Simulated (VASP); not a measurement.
Write the native input for VASP 6.6.1 that does the following.

- Task: single point
- Functional: PBE
- Potentials or basis: VASP PAW PBE potentials, release 64 (Cu, Si)
- Cutoff: 520 eV
- k mesh: 5 × 5 × 1
- Occupations: gaussian, width 0.1 eV
- Spin: no spin polarisation
- Dipole correction: yes
- Further INCAR settings: ALGO = Normal; EDIFF = 1e-06; NBANDS = 80

The structure of Cu12Si lies in POSCAR:

```
Cu12Si
1.0
    5.1332392713      0.0000000000      0.0000000000
    0.0000000000      5.1332392713      0.0000000000
    0.0000000000      0.0000000000     19.0289058448
Cu Si
12 1
Direct
    0.2500000000      0.2500000000      0.2102065160
    0.2500000000      0.7500000000      0.2102065160
    0.7500000000      0.2500000000      0.2102065160
    0.7500000000      0.7500000000      0.2102065160
    0.0000000000      0.0000000000      0.3029343270
    0.0000000000      0.5000000000      0.3029343270
    0.5000000000      0.0000000000      0.3029343270
    0.5000000000      0.5000000000      0.3029343270
    0.2500000000      0.2500000000      0.3956562666
    0.2500000000      0.7500000000      0.3956562666
    0.7500000000      0.2500000000      0.3956562666
    0.7500000000      0.7500000000      0.3956562666
    0.2500000000      0.5000000000      0.4920885238
```

The input as run:

INCAR

```
SYSTEM = Cu12Si
PREC     = Accurate       ! precision mode
ENCUT    = 520            ! plane-wave cutoff, eV
EDIFF    = 1E-6           ! SCF threshold, eV
ISMEAR   = 0              ! smearing method
SIGMA    = 0.1            ! smearing width, eV
LREAL    = .FALSE.        ! projectors in reciprocal space
LASPH    = .TRUE.         ! aspherical terms in the spheres
NELM     = 80             ! most SCF steps
ALGO     = Normal         ! electronic algorithm
ISIF     = 2              ! what is computed and relaxed
LWAVE    = .FALSE.        ! write WAVECAR
LCHARG   = .FALSE.        ! write CHGCAR
LDIPOL   = .TRUE.       
IDIPOL   = 3            
DIPOL    = 0.5 0.5 0.317
GGA      = PE             ! functional
NBANDS   = 80             ! bands
```

KPOINTS

```
regular mesh
0
G
  5 5 1
  0 0 0
```

Potentials or basis: VASP PAW PBE potentials, release 64 (Cu, Si).

The run is started by

```bash
$ cat potpaw_PBE.64/Cu/POTCAR potpaw_PBE.64/Si/POTCAR > POTCAR
$ mpirun -np 1 vasp_std > vasp.out
```

It gave:

```yaml
Largest_force: 0.512 eV/Å
Band_gap_on_the_k_mesh: zero (bands 68 and 69 overlap by 0.53 eV)
```

Run time: 11 min on 1 thread of Intel(R) Xeon(R) Platinum 8488C (Sapphire Rapids), on a shared host, peak memory 0.63 GiB.
